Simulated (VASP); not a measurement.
# Zn2Si2N: relaxation of cell and atoms with PBE

Crystal: Zn2Si2N.

```
Zn Si N
1.0
     3.63700    0.00000    0.00000
     0.00000    3.63700    0.00000
     0.00000    0.00000    5.74559
Zn Si N
2 2 1
Direct
  0.00000 0.00000 0.26511
  0.00000 0.00000 0.73489
  0.00000 0.50000 0.50000
  0.50000 0.00000 0.50000
  0.00000 0.00000 0.00000
```

The cell was built from a structure type or drawn by symmetry, and may not be a known phase.

```json
{
  "Program": "VASP 6.6.1",
  "Task": "relaxation of cell and atoms",
  "Functional": "PBE",
  "Potentials or basis": "VASP PAW PBE potentials, release 64 (Zn, Si, N)",
  "Cutoff": "600 eV",
  "k mesh": "6 × 6 × 4",
  "Occupations": "gaussian, width 0.1 eV",
  "Spin": "no spin polarisation",
  "Dipole correction": "no",
  "Further INCAR settings": "ALGO = Normal; EDIFF = 1e-06; IBRION = 2; EDIFFG = -0.04; NSW = 90; ISIF = 3"
}
```

```yaml
Relaxed_volume: 18.56 Å³/atom
Relaxed_cell: a = 3.534 Å, b = 3.534 Å, c = 7.432 Å, α = 90.00°, β = 90.00°, γ = 90.00°
Space_group_after_relaxing_to_0.1_Å: P4/mmm (No. 123)
Energy_gained_by_relaxing: 1076.4 meV/atom
Ionic_steps: 16
Pressure_after_relaxing: 0.0 GPa
Largest_force_after_relaxing: 0.015 eV/Å
Band_gap_on_the_k_mesh: zero (an odd number of electrons rules out a gap without spin polarisation)
```

Forces on the atoms (eV/Å):
```
Zn   0.000  0.000  0.015
Zn   0.000  0.000 -0.015
Si   0.000  0.000  0.000
Si   0.000  0.000  0.000
N    0.000  0.000  0.000
```

Stress tensor (GPa, compression positive):
```
-0.13  0.00  0.00
 0.00 -0.13  0.00
 0.00  0.00  0.13
```

The path:
| step | energy change (eV) | largest force (eV/Å) | pressure (GPa) | volume (Å³) |
| --- | --- | --- | --- | --- |
| 1 | 0.0000 | 6.1797 | 51.27 | 76.00 |
| 2 | -0.6763 | 1.9738 | -6.56 | 138.12 |
| 3 | -1.5707 | 2.8645 | -5.43 | 125.88 |
| 4 | -2.2244 | 3.6639 | -3.83 | 116.96 |
| 5 | -3.3177 | 5.3254 | 6.87 | 95.46 |
| 6 | -4.5634 | 1.9957 | -6.79 | 112.62 |
| 7 | -4.5633 | 2.0776 | -6.48 | 111.96 |
| 8 | -5.0301 | 0.4117 | -0.61 | 102.50 |
| 9 | -5.0343 | 0.1061 | -1.29 | 103.21 |
| 10 | -5.2236 | 0.0036 | -0.55 | 98.78 |
| 11 | -5.3782 | 0.0359 | 0.72 | 91.99 |
| 12 | -5.3779 | 0.0330 | 1.02 | 91.52 |
| 13 | -5.3783 | 0.0342 | 0.88 | 91.76 |
| 14 | -5.3793 | 0.1878 | -0.67 | 93.29 |
| 15 | -5.3812 | 0.1205 | 0.01 | 92.60 |
| 16 | -5.3819 | 0.0153 | -0.04 | 92.82 |

Final structure:
```yaml
crystal:
  lattice:
    - [3.53408, 0.00000, 0.00000]
    - [0.00000, 3.53408, 0.00000]
    - [0.00000, 0.00000, 7.43175]
  atoms:
    - { symbol: Zn, position: [0.00000, 0.00000, 0.24009] }
    - { symbol: Zn, position: [0.00000, 0.00000, 0.75991] }
    - { symbol: Si, position: [0.00000, 0.50000, 0.50000] }
    - { symbol: Si, position: [0.50000, 0.00000, 0.50000] }
    - { symbol: N, position: [0.00000, 0.00000, 0.00000] }
```

Levels at points of the mesh, in eV from the Fermi level:
```tsv
k point	band 16	band 17	band 18	band 19	band 20	band 21
(0.00, 0.00, 0.00)	-2.08	-0.45	-0.11	0.21	0.21	2.10
(0.50, 0.00, 0.00)	-1.64	-1.51	-0.32	0.89	0.96	2.48
(0.50, 0.50, 0.00)	-3.06	-1.05	-1.05	-0.96	-0.96	0.10
(0.00, 0.00, 0.50)	-1.95	-0.45	-0.04	-0.04	1.18	3.23
(0.50, 0.00, 0.50)	-3.11	-0.19	0.13	0.32	0.96	2.04
(0.50, 0.50, 0.50)	-2.70	-2.11	-2.11	-0.97	0.46	0.46
```

Run time: 12 min on 1 thread of Intel(R) Xeon(R) Platinum 8259CL CPU @ 2.50GHz (Skylake/Cascade Lake), on a shared host, peak memory 0.24 GiB.

Caveat: the volume moved by over 15 % at a fixed basis, so the end points are rough.
